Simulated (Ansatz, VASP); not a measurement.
## Be: VASP beside Ansatz

File INCAR:

```
SYSTEM = Be
PREC = Accurate
ENCUT = 520
EDIFF = 1E-6
ISMEAR = -1
SIGMA = 0.1
LREAL = .False.
LASPH = .True.
NELM = 60
ALGO = Normal
ISIF = 2
LWAVE = .False.
LCHARG = .True.
GGA = PE
LELF = .True.
LVHAR = .True.
NBANDS = 12
```

KPOINTS

```
Automatic mesh
0
Gamma
  6 6 10
  0 0 0
```

POSCAR

```
Be
1.0
    3.7961198385      0.0000000000      0.0000000000
    0.0000000000      3.7961198385      0.0000000000
    0.0000000000      0.0000000000      2.3113002847
Be
4
Direct
    0.2974080000      0.2974080000      0.0000000000
    0.7025920000      0.7025920000      0.0000000000
    0.2025920000      0.7974080000      0.5000000000
    0.7974080000      0.2025920000      0.5000000000
```

Input for Ansatz:

```yaml
crystal:
  lattice:
    - [3.7961198384650934, 0.0, 0.0]
    - [0.0, 3.7961198384650934, 0.0]
    - [0.0, 0.0, 2.311300284746894]
  atoms:
    - { symbol: Be, position: [0.297408, 0.297408, 0.0] }
    - { symbol: Be, position: [0.702592, 0.702592, 0.0] }
    - { symbol: Be, position: [0.202592, 0.797408, 0.5] }
    - { symbol: Be, position: [0.797408, 0.202592, 0.5] }
basis:
  ecutwfc: 500.0
kpoints:
  mp_grid:
    grid: [6, 6, 10]
hamiltonian:
  xc: pbe
scf:
  occupations:
    method: fermi_dirac
    width: 0.1
output:
  stress: true
```

Alike in both runs: task single point; functional PBE; k mesh 6 × 6 × 10; occupations fermi-dirac, width 0.1 eV; no spin polarisation.

|  | VASP | Ansatz |
| --- | --- | --- |
| version | VASP 6.6.1 | Ansatz 0.2.0 |
| potentials or method | VASP PAW PBE potentials, release 64 (Be), cutoff 520 eV | plane waves, PAW |
| valence electrons in the cell | 8 | 8 |

|  | VASP | Ansatz | Ansatz less VASP |
| --- | --- | --- | --- |
| pressure (GPa) | -4.2 | -4.3 | -0.12 |
| traceless stress, the component that is largest in VASP (GPa) | 0.98 | 0.98 | +0.001 |
